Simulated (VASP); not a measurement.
Wanted: the native input for a VASP 6.6.1 run.

| Quantity | Value |
| --- | --- |
| Task | single point |
| Functional | PBEsol |
| Potentials or basis | VASP PAW PBE potentials, release 64 (Al) |
| Cutoff | 520 eV |
| k mesh | 2 × 2 × 2, shifted |
| Occupations | fermi-dirac, width 0.1551 eV |
| Spin | no spin polarisation |
| Dipole correction | no |
| Further INCAR settings | LREAL = Auto; ALGO = Normal; EDIFF = 1e-06; NBANDS = 42 |

The structure of Al lies in POSCAR:

```
Al
1.0
    0.0000000000     -6.4897079184     -3.2448539592
    3.2448539592      0.0000000000     -6.4897079184
    6.4897079184     -3.2448539592      0.0000000000
Al
18
Direct
    0.7755837152      0.8222565912      0.8760536708
    0.8613831938      0.5544621389      0.2611105699
    0.6094772839      1.0402040134      0.2318272113
    0.9180592935      0.2365891787      0.6755229545
    0.5559848234      0.6153608906      0.6954183200
    0.7646173939      0.4079512138      0.0329085518
    0.4193164573      0.8480765857      0.0675385301
    0.8357315685      0.0074418004      0.4448203957
    0.5573153747      0.3713612431      0.4699462654
    0.2274121864      0.8414552296      0.5117161987
    0.5583171660      0.2135700637      0.8625946504
    0.1747845140      0.7148731247      0.9507834850
    0.3841124076      0.4669990347      0.1817060719
    0.0026295996      0.5955681491      0.5186469677
    0.4120762068      0.0183639835      0.7073448626
    0.2135861575      0.4536440080      0.7975613864
    0.1717725311      0.1961308950      0.2195049310
    0.0578403364      0.0956917574     -0.0050051217
```

This cell differs from its parent crystal: dynamics (nvt nose hoover) at 1800 K, volume x 1.06, from the last frame before.

These files were run (other wordings do the same):

INCAR

```
SYSTEM = Al
PREC = Accurate
ENCUT = 520
EDIFF = 1E-6
ISMEAR = -1
SIGMA = 0.1551
LREAL = Auto
LASPH = .TRUE.
NELM = 100
ALGO = Normal
ISIF = 2
LWAVE = .FALSE.
LCHARG = .FALSE.
GGA = PS
NBANDS = 42
```

KPOINTS

```
Automatic mesh
0
Gamma
  2 2 2
  0.5 0.5 0.5
```

Potentials or basis: VASP PAW PBE potentials, release 64 (Al).

Command:

```sh
$ cat potpaw_PBE.64/Al/POTCAR > POTCAR
$ mpirun -np 1 vasp_std > vasp.out
```

Results of the run:

```
Pressure               : 6.1 GPa
Largest force          : 2.629 eV/Å
Band gap on the k mesh : zero (bands 27 and 28 overlap by 0.76 eV)
```

Caveat: the k points lie up to 0.49 Å⁻¹ apart, too coarse for converged energies and pressures of a metal; the atoms stand as in a frame of molecular dynamics; the PAW data sets were made with another functional, which shifts forces and pressure a little.

It took 2.8 min on 1 thread of Intel Xeon 8259CL, on a shared host, peak memory 0.36 GiB.
